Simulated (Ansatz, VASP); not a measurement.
Two plane-wave programs on TiO2

The input POSCAR:

```
TiO2
1.0
    4.5969450441      0.0000000000      0.0000000000
    0.0000000000      4.5969450441      0.0000000000
    0.0000000000      0.0000000000      2.9535430427
Ti O
2 4
Direct
    0.0000000000      0.0000000000      0.0000000000
    0.5000000000      0.5000000000      0.5000000000
    0.3046314522      0.3046314522      0.0000000000
    0.1953685478      0.8046314522      0.5000000000
    0.6953685478      0.6953685478      0.0000000000
    0.8046314522      0.1953685478      0.5000000000
```

INCAR.step1

```
SYSTEM = TiO2
PREC     = Accurate       ! precision mode
ENCUT    = 660            ! plane-wave cutoff, eV
ISMEAR   = 0              ! smearing method
SIGMA    = 0.02           ! smearing width, eV
LREAL    = .False.        ! projectors in reciprocal space
LASPH    = .True.         ! aspherical terms in the spheres
NELM     = 120            ! most SCF steps
NBANDS   = 33             ! bands
GGA      = PE             ! functional
ALGO     = Normal         ! electronic algorithm
EDIFF    = 1E-5           ! SCF threshold, eV
LWAVE    = .True.         ! write WAVECAR
LCHARG   = .False.        ! write CHGCAR
GGA_COMPAT= .False.
```

Contents of INCAR.step2:

```
SYSTEM = TiO2
PREC     = Accurate       ! precision mode
ENCUT    = 660            ! plane-wave cutoff, eV
EDIFF    = 1E-6           ! SCF threshold, eV
ISMEAR   = 0              ! smearing method
SIGMA    = 0.02           ! smearing width, eV
LREAL    = .False.        ! projectors in reciprocal space
LASPH    = .True.         ! aspherical terms in the spheres
NELM     = 120            ! most SCF steps
ALGO     = Normal         ! electronic algorithm
ISIF     = 2              ! what is computed and relaxed
LWAVE    = .False.        ! write WAVECAR
LCHARG   = .False.        ! write CHGCAR
METAGGA  = R2SCAN         ! meta-GGA
LMIXTAU  = .True.       
NBANDS   = 33             ! bands
ISTART   = 1            
GGA_COMPAT= .False.
```

KPOINTS

```
regular mesh
0
Gamma
  6 6 10
  0 0 0
```

Input for Ansatz:

```yaml
crystal:
  lattice:
    - [4.5969450441, 0.0, 0.0]
    - [0.0, 4.5969450441, 0.0]
    - [0.0, 0.0, 2.9535430427]
  atoms:
    - { symbol: Ti, position: [0.0, 0.0, 0.0] }
    - { symbol: Ti, position: [0.5, 0.5, 0.5] }
    - { symbol: O, position: [0.3046314522, 0.3046314522, 0.0] }
    - { symbol: O, position: [0.1953685478, 0.8046314522, 0.5] }
    - { symbol: O, position: [0.6953685478, 0.6953685478, 0.0] }
    - { symbol: O, position: [0.8046314522, 0.1953685478, 0.5] }
basis:
  ecutwfc: 500
kpoints:
  mp_grid: { grid: [6, 6, 10] }
  band_path:
    path:
      - [[0.0, 0.0, 0.0], [0.0, 0.5, 0.0], [0.5, 0.5, 0.0], [0.0, 0.0, 0.0], [0.0, 0.0, 0.5], [0.0, 0.5, 0.5], [0.5, 0.5, 0.5], [0.0, 0.0, 0.5]]
      - [[0.0, 0.5, 0.0], [0.0, 0.5, 0.5]]
      - [[0.5, 0.5, 0.0], [0.5, 0.5, 0.5]]
    npoints: 14
hamiltonian:
  xc: r2scan
scf:
  occupations: { method: gaussian, width: 0.02 }
  n_extra_bands: 15
output:
  forces: true
  stress: true
  eigenvalues: true
  populations: true
  dos: { projected: true, de: 0.02, nscf_kmesh: { grid: [9, 9, 15] } }
  bader: true
  write_density: true
  write_potential: true
  elf: true
  volumetric_format: npy
```

Alike in both runs: task single point; functional r2SCAN; k mesh 6 × 6 × 10; occupations gaussian, width 0.02 eV; no spin polarisation.

|  | VASP | Ansatz |
| --- | --- | --- |
| version | VASP 6.6.1 | Ansatz 0.2.0 |
| potentials or method | VASP PAW PBE potentials, release 64 (Ti_sv, O), cutoff 660 eV | scalar-relativistic, plane waves, PAW |
| valence electrons in the cell | 48 | 48 |

```tsv
	VASP	Ansatz	Ansatz less VASP
gap on the k mesh at the Fermi level (eV)	2.23	2.22	-0.010
least direct gap on the mesh (eV)	2.23	2.22	-0.010
pressure (GPa)	1.0	0.0	-0.99
traceless stress, the component that is largest in VASP (GPa)	0.47	0.02	-0.453
rms of the force components (eV/Å)	0.015	0.001	-0.0136
```

VASP's potentials were made for PBE, not for r2SCAN. Atom by atom the forces differ by 0.014 eV/Å (rms over components).
